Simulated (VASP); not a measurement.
# Ba in VASP: single point with PBE

Aim: the single point of Ba with PBE.

Everything below comes from runs of VASP 6.6.1. Logs are shortened: lines on timing, memory, paths and dates and some standing lists are left out, and cuts for length are marked.

### Step 1. The cell of the first run

The cell holds a slab with vacuum, 4 atoms: a = 4.352 Å, b = 4.352 Å, c = 30.660 Å, α = 90.00°, β = 90.00°, γ = 109.47°.

### Step 2. Single point, PBE

File INCAR:

```
SYSTEM = Ba
ALGO = Normal ; EDIFF = 1E-6
ENCUT = 520 ; GGA = PE
ISIF = 2 ; ISMEAR = -1
LASPH = .True. ; LCHARG = .False.
LREAL = .False. ; LWAVE = .False.
NBANDS = 28 ; NELM = 80
PREC = Accurate ; SIGMA = 0.05
```

File KPOINTS:

```
k-points
0
Gamma
  9 9 1
  0 0 0
```

File POSCAR:

```
Ba
1.0
    4.3517731883      0.0000000000      0.0000000000
   -1.4505910628      4.1028911088      0.0000000000
    0.0000000000      0.0000000000     30.6596000000
Ba
4
Direct
    0.2500000000      0.2500000000      0.3286839786
    0.7500000000      0.7500000000      0.4417403475
    0.2500000000      0.2500000000      0.5582597523
    0.7500000000      0.7500000000      0.6713159209
```

Potentials or basis: VASP PAW PBE potentials, release 64 (Ba_sv).

Run with:

```console
$ cat potpaw_PBE.64/Ba_sv/POTCAR > POTCAR
$ mpirun -np 1 vasp_std > vasp.out
```

OUTCAR:

```text
SYSTEM = Ba
   EDIFF = 1E-6
   ENCUT = 520
   GGA = PE
   ISIF = 2
   ISMEAR = -1
   LASPH = .True.
   LREAL = .False.
   NELM = 80
   PREC = Accurate

 ion  position               nearest neighbor table
   1  0.250  0.250  0.329-   2 4.28   2 4.28
   2  0.750  0.750  0.442-   1 4.28   1 4.28   3 4.37   3 4.37
   3  0.250  0.250  0.558-   4 4.28   4 4.28   2 4.37   2 4.37
   4  0.750  0.750  0.671-   3 4.28   3 4.28

  LATTYP: Found a base centered orthorhombic cell.
 ALAT       =     5.0249948434
 B/A-ratio  =     1.4142135624
 C/A-ratio  =     6.1014191966

  Lattice vectors:

 A1 = (   4.3517731883,   0.0000000000,   0.0000000000)
 A2 = (  -1.4505910628,   4.1028911088,   0.0000000000)
 A3 = (   0.0000000000,   0.0000000000,  30.6596000000)

Analysis of symmetry for initial positions (statically):
=====================================================================
 Subroutine PRICEL returns:
 Original cell was already a primitive cell.

 Routine SETGRP: Setting up the symmetry group for a
 base centered orthorhombic supercell.

 Subroutine GETGRP returns: Found  8 space group operations
 (whereof  4 operations were pure point group operations)
 out of a pool of  8 trial point group operations.

The static configuration has the point symmetry C_2h.
 The point group associated with its full space group is D_2h.

Analysis of symmetry for dynamics (positions and initial velocities):
=====================================================================
 Subroutine PRICEL returns:
 Original cell was already a primitive cell.

 Routine SETGRP: Setting up the symmetry group for a
 base centered orthorhombic supercell.

 Subroutine GETGRP returns: Found  8 space group operations
 (whereof  4 operations were pure point group operations)
 out of a pool of  8 trial point group operations.

The dynamic configuration has the point symmetry C_2h.
 The point group associated with its full space group is D_2h.

 Subroutine INISYM returns: Found  8 space group operations
 (whereof  4 operations are pure point group operations),
 and found     1 'primitive' translations

----------------------------------------------------------------------------------------

                                     Primitive cell

  volume of cell :     547.4226

  direct lattice vectors                    reciprocal lattice vectors
     4.351773188  0.000000000  0.000000000     0.229791388  0.081243524  0.000000000
    -1.450591063  4.102891109  0.000000000     0.000000000  0.243730573  0.000000000
     0.000000000  0.000000000 30.659600000     0.000000000  0.000000000  0.032616212

  length of vectors
     4.351773188  4.351773188 30.659600000     0.243730573  0.243730573  0.032616212

  position of ions in fractional coordinates (direct lattice)
     0.250000000  0.250000000  0.328683979
     0.750000000  0.750000000  0.441740348
     0.250000000  0.250000000  0.558259752
     0.750000000  0.750000000  0.671315921

  ion indices of the primitive-cell ions
   primitive index   ion index
                 1           1
                 2           2
                 3           3
                 4           4

----------------------------------------------------------------------------------------

 KPOINTS: k-points

Automatic generation of k-mesh.
 Grid dimensions read from file:
 generate k-points for:    9    9    1

 Generating k-lattice:

  Cartesian coordinates                     Fractional coordinates (reciprocal lattice)
     0.025532376  0.009027058  0.000000000     0.111111111  0.000000000  0.000000000
     0.000000000  0.027081175  0.000000000     0.000000000  0.111111111  0.000000000
     0.000000000  0.000000000  0.032616212     0.000000000  0.000000000  1.000000000

  Length of vectors
     0.027081175  0.027081175  0.032616212

  Shift w.r.t. Gamma in fractional coordinates (k-lattice)
     0.000000000  0.000000000  0.000000000

 Subroutine IBZKPT returns following result:
 ===========================================

 Found     25 irreducible k-points:

 Following reciprocal coordinates:
            Coordinates               Weight
  0.000000  0.000000  0.000000      1.000000
  0.111111  0.000000  0.000000      4.000000
  0.222222  0.000000  0.000000      4.000000
  0.333333 -0.000000  0.000000      4.000000
  0.444444  0.000000  0.000000      4.000000
  0.111111  0.111111  0.000000      2.000000
[... 16 lines left out ...]
 -0.333333  0.333333  0.000000      2.000000
  0.444444  0.444444  0.000000      2.000000
   k-points           NKPTS =     25   k-points in BZ     NKDIM =     25   number of bands    NBANDS=     28
   number of dos      NEDOS =    301   number of ions     NIONS =      4
   total plane-waves  NPLWV = 245760
   dimension x,y,z NGX =    32 NGY =   32 NGZ =  240
   dimension x,y,z NGXF=    64 NGYF=   64 NGZF=  480
   ions per type =               4
   NGX,Y,Z   is equivalent  to a cutoff of  12.22, 12.22, 13.01 a.u.
   NGXF,Y,Z  is equivalent  to a cutoff of  24.45, 24.45, 26.03 a.u.
 SYSTEM =  Ba
   PREC   = accura    normal or accurate (medium, high low for compatibility)
   ISTART =      0    job   : 0-new  1-cont  2-samecut
   ICHARG =      2    charge: 1-file 2-atom 10-const
   ISPIN  =      1    spin polarized calculation?
   LNONCOLLINEAR =      F non collinear calculations
   LSORBIT =      F    spin-orbit coupling
   LASPH  =      T    aspherical Exc in radial PAW
   ENCUT  =  520.0 eV  38.22 Ry    6.18 a.u.   8.09  8.09 57.01*2*pi/ulx,y,z
   NELM   =     80;   NELMIN=  2; NELMDL= -5     # of ELM steps
   EDIFF  = 0.1E-05   stopping-criterion for ELM
   LREAL  =      F    real-space projection
   EDIFFG = 0.1E-04   stopping-criterion for IOM
   NSW    =      0    number of steps for IOM
   IBRION =     -1    ionic relax: 0-MD 1-quasi-New 2-CG
   NFREE  =      0    steps in history (QN), initial steepest desc. (CG)
   ISIF   =      2    stress and relaxation
   ISYM   =      2    0-nonsym 1-usesym 2-fastsym
   POTIM  = 0.5000    time-step for ionic-motion
   TEBEG  =    0.0;   TEEND  =   0.0 temperature during run
   PSTRESS=    0.0 pullay stress
   NELECT =      40.0000    total number of electrons
   NUPDOWN=      -1.0000    fix difference up-down
   EMIN   =  10.00;   EMAX   =-10.00  energy-range for DOS
   EFERMI =   0.00;   METHOD = LEGACY
   ISMEAR =    -1;   SIGMA  =   0.05  broadening in eV -4-tet -1-fermi 0-gaus
   EFERMI_NEDOS =   21; number of points for ismear=-14 and -15
   IALGO  =     38    algorithm
   IMIX   =      4    mixing-type and parameters
     AMIX     =   0.40;   BMIX     =  1.00
     AMIX_MAG =   1.60;   BMIX_MAG =  1.00
  volume/ion in A,a.u.               =     136.86       923.55
  Fermi-wavevector in a.u.,A,eV,Ry     =   0.684417  1.293360  6.373325  0.468426
  Thomas-Fermi vector in A             =   1.764063
   LORBIT       =      0    0 simple, 1 ext, 2 COOP (PROOUT), +10 PAW based schemes
   GGA     = PE    functional components
   LHFCALC =     F    Hartree Fock is set to
   AEXX    =    0.0000 exact exchange contribution
   IVDW    =     0    specifies the selected vdW correction
   LEPSILON=     F    determine dielectric tensor
   LRPA    =     F    only Hartree local field effects (RPA)
 non-spin polarized calculation
  energy-cutoff  :      520.00
  volume of cell :      547.42
 maximum number of plane-waves:     14807
   NGX = 17   NGY = 17   NGZ =115

 number of electron      39.9999999 magnetization

 Free energy of the ion-electron system (eV)
  ---------------------------------------------------
  ext. energy  EPLUGINS =         0.00000000
  ---------------------------------------------------
  free energy    TOTEN  =        -6.95947012 eV

  energy without entropy =       -6.91900019  energy(sigma->0) =       -6.93923515

 E-fermi :  -0.4483     XC(G=0):  -3.9273

 val. band max:       -0.4874571425   @ k =   0.4444   0.4444   0.0000
 cond. band min:      -0.4279741498   @ k =  -0.4444   0.3333   0.0000
 fundamental gap:      0.0594829926
 Fermi energy:        -0.4483008956

 k-point     1 :       0.0000    0.0000    0.0000
  band No.  band energies     occupation
      1     -29.6820      2.00000
      2     -29.6818      2.00000
      3     -29.2866      2.00000
      4     -29.2664      2.00000
      5     -14.9751      2.00000
      6     -14.9628      2.00000
[... 20 lines left out ...]
     27       0.8906      0.00000
     28       1.2306      0.00000

 k-point     2 :       0.1111    0.0000    0.0000
  band No.  band energies     occupation
      1     -29.6795      2.00000
      2     -29.6793      2.00000
      3     -29.2836      2.00000
      4     -29.2646      2.00000
      5     -14.9671      2.00000
      6     -14.9579      2.00000
[... 20 lines left out ...]
     27       0.7974      0.00000
     28       1.1282      0.00000

 k-point     3 :       0.2222    0.0000    0.0000
  band No.  band energies     occupation
      1     -29.6733      2.00000
      2     -29.6731      2.00000
      3     -29.2758      2.00000
      4     -29.2602      2.00000
      5     -14.9476      2.00000
      6     -14.9460      2.00000
[... 20 lines left out ...]
     27       0.6265      0.00000
     28       0.8421      0.00000

 k-point     4 :       0.3333   -0.0000    0.0000
  band No.  band energies     occupation
      1     -29.6662      2.00000
      2     -29.6660      2.00000
      3     -29.2661      2.00000
      4     -29.2559      2.00000
      5     -14.9349      2.00000
      6     -14.9298      2.00000
[... 20 lines left out ...]
     27       0.4670      0.00000
     28       0.5640      0.00000

 k-point     5 :       0.4444    0.0000    0.0000
  band No.  band energies     occupation
      1     -29.6616      2.00000
      2     -29.6614      2.00000
      3     -29.2582      2.00000
      4     -29.2547      2.00000
      5     -14.9757      2.00000
      6     -14.9748      2.00000
[... 20 lines left out ...]
     27       0.5270      0.00000
     28       0.5916      0.00000

 k-point     6 :       0.1111    0.1111    0.0000
  band No.  band energies     occupation
      1     -29.6765      2.00000
      2     -29.6764      2.00000
      3     -29.2793      2.00000
      4     -29.2632      2.00000
      5     -14.9549      2.00000
      6     -14.9519      2.00000
[... 463 lines left out ...]
      5     -14.9573      2.00000
      6     -14.9566      2.00000
[... 20 lines left out ...]
     27       0.7295      0.00000
     28       0.7689      0.00000

 k-point    22 :      -0.4444    0.3333    0.0000
  band No.  band energies     occupation
      1     -29.6505      2.00000
      2     -29.6503      2.00000
      3     -29.2521      2.00000
      4     -29.2376      2.00000
      5     -14.9578      2.00000
      6     -14.9572      2.00000
[... 20 lines left out ...]
     27       0.8745      0.00000
     28       1.3520      0.00000

 k-point    23 :      -0.3333    0.3333    0.0000
  band No.  band energies     occupation
      1     -29.6549      2.00000
      2     -29.6547      2.00000
      3     -29.2573      2.00000
      4     -29.2410      2.00000
      5     -14.9164      2.00000
      6     -14.9132      2.00000
[... 20 lines left out ...]
     27       1.0431      0.00000
     28       1.5110      0.00000

 k-point    24 :       0.4444    0.4444    0.0000
  band No.  band energies     occupation
      1     -29.6465      2.00000
      2     -29.6463      2.00000
      3     -29.2478      2.00000
      4     -29.2338      2.00000
      5     -14.9885      2.00000
      6     -14.9879      2.00000
[... 20 lines left out ...]
     27       0.9858      0.00000
     28       1.1849      0.00000

 [... further k-points ...]
[... 5 lines left out ...]
  --------------------------------------------------------------------------------------
  -------------------------------------------------------------------------------------
  Total        0.0813095     -0.0765160      0.0841234     -0.2231989     -0.0000000     -0.0000000
  in kB        0.2379738     -0.2239443      0.2462094     -0.6532508     -0.0000000     -0.0000000
  external PRESSURE =       0.0867463 kB  Pullay stress =       0.0000000 kB

 VOLUME and BASIS-vectors are now :
 -----------------------------------------------------------------------------
  energy-cutoff  :      520.00
  volume of cell :      547.42
      direct lattice vectors                 reciprocal lattice vectors
     4.351773188  0.000000000  0.000000000     0.229791388  0.081243524  0.000000000
    -1.450591063  4.102891109  0.000000000     0.000000000  0.243730573  0.000000000
     0.000000000  0.000000000 30.659600000     0.000000000  0.000000000  0.032616212

 POSITION                                       TOTAL-FORCE (eV/Angst)
 -----------------------------------------------------------------------------------
      0.72530      1.02572     10.07732         0.000000      0.000000     -0.009633
      2.17589      3.07717     13.54358         0.000000      0.000000      0.004167
      0.72530      1.02572     17.11602         0.000000     -0.000000     -0.004167
      2.17589      3.07717     20.58228        -0.000000     -0.000000      0.009633
 -----------------------------------------------------------------------------------
    total drift:                               -0.000000      0.000000     -0.000002

  FREE ENERGIE OF THE ION-ELECTRON SYSTEM (eV)
  ---------------------------------------------------
  free  energy   TOTEN  =        -6.9594701192 eV

  energy  without entropy=       -6.9190001895  energy(sigma->0) =       -6.93923515
```

Wall time 8.9 min (1 thread of Intel Xeon Platinum 8375C at 2.90GHz (Ice Lake), shared host); peak memory 0.69 GiB.

What came out:

| Quantity | Value |
| --- | --- |
| Free energy | -6.9595 eV |
| Largest force | 0.010 eV/Å |
| Band gap on the k mesh | zero (band 20 reaches -0.21 eV, above the bottom of band 21 at -0.75 eV) |

Forces on the atoms (eV/Å):
```
Ba   0.000  0.000 -0.010
Ba   0.000  0.000  0.004
Ba   0.000  0.000 -0.004
Ba   0.000  0.000  0.010
```

Levels at points of the mesh, in eV from the Fermi level:
```tsv
k point	band 16	band 17	band 18	band 19	band 20	band 21	band 22	band 23	band 24	band 25
(0.00, 0.00, 0.00)	-13.80	-2.60	-2.17	-1.54	-1.04	0.42	0.44	0.69	0.82	1.10
```

Caveat: spin-orbit coupling is left out, which moves the levels of the heavy elements.
